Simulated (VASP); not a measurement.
## Ge: single point with PBE

The system is Ge.

```
Ge
1.0
     1.65240   -2.70843    0.00000
     1.47519    2.60679    0.00000
     0.00000    0.00000    4.62156
Ge
2
Direct
  0.69731 0.32865 0.25000
  0.30269 0.67135 0.75000
```

This cell differs from its parent crystal: strained and its atoms moved.

```
Program             : VASP 6.6.1
Task                : single point
Functional          : PBE
Potentials or basis : VASP PAW PBE potentials, release 64 (Ge_d)
Cutoff              : 520 eV
k mesh              : 14 × 14 × 8
Occupations         : gaussian, width 0.1 eV
Spin                : no spin polarisation
```

```json
{
  "Pressure": "0.9 GPa",
  "Largest force": "0.026 eV/Å",
  "Band gap on the k mesh": "zero (band 14 reaches 11.68 eV, above the bottom of band 15 at 3.84 eV)"
}
```

Forces in eV/Å, atoms in the order of the input:
```
Ge   0.025  0.006  0.000
Ge  -0.025 -0.006  0.000
```

Stress tensor (GPa, compression positive):
```
1.12 0.03 0.00
0.03 0.16 0.00
0.00 0.00 1.38
```

Levels at points of the mesh, in eV from the Fermi level:
| k point | band 12 | band 13 | band 14 | band 15 | band 16 | band 17 |
| --- | --- | --- | --- | --- | --- | --- |
| (0.00, 0.00, 0.00) | -6.82 | -5.13 | 4.53 | 6.37 | 7.28 | 7.99 |
| (0.50, 0.00, 0.00) | -7.87 | -1.99 | -1.08 | -0.90 | 0.60 | 2.74 |
| (0.00, 0.50, 0.00) | -7.11 | -1.92 | -0.76 | -0.59 | 1.23 | 1.45 |
| (0.50, 0.50, 0.00) | -6.71 | -2.32 | -1.25 | -0.66 | 1.50 | 2.22 |
| (0.00, 0.00, 0.50) | -11.34 | 2.60 | 2.60 | 6.01 | 6.01 | 7.25 |
| (0.50, 0.00, 0.50) | -7.54 | -5.15 | -5.15 | 4.40 | 4.40 | 5.46 |
| (0.00, 0.50, 0.50) | -6.89 | -4.74 | -4.74 | 2.73 | 2.73 | 4.91 |
| (0.50, 0.50, 0.50) | -7.24 | -4.53 | -4.53 | 3.18 | 3.18 | 4.76 |

Wall time 110 s on 1 thread of Intel(R) Xeon(R) Platinum 8488C (Sapphire Rapids), on a shared host, peak memory 0.4 GiB.

Caveat: the cell differs from its parent crystal (strained and its atoms moved).
